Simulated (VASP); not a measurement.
Input of a VASP 6.6.1 run:

Contents of INCAR:

```
PREC = Accurate
ENCUT = 520
EDIFF = 1E-6
ISMEAR = 0
SIGMA = 0.15
LREAL = F
LASPH = T
NELM = 100
ALGO = Fast
ISIF = 2
LWAVE = F
LCHARG = F
GGA = CA
NBANDS = 13
```

Contents of KPOINTS:

```
Automatic mesh
0
Gamma
  14 14 14
```

POSCAR

```
CaMg
1.0
    3.9610650328      0.0000000000      0.0000000000
    0.0000000000      3.9610650328      0.0000000000
    0.0000000000      0.0000000000      4.2462617152
Ca Mg
1 1
Direct
    0.0000000000      0.0000000000      0.0000000000
    0.5000000000      0.5000000000      0.5000000000
```

Potentials or basis: VASP PAW LDA potentials, release 64 (Ca_sv, Mg).

The run is started by

```console
$ cat potpaw_LDA.64/Ca_sv/POTCAR potpaw_LDA.64/Mg/POTCAR > POTCAR
$ mpirun -np 1 vasp_std > vasp.out
```

Predict the band gap on the k mesh.

zero (bands 6 and 7 overlap by 1.24 eV).

Estimate the pressure.

-3.4 GPa.

Stress tensor (GPa, compression positive):
```
-3.18  0.00  0.00
 0.00 -3.18  0.00
 0.00  0.00 -3.75
```

Caveat: the cell stands under tension.
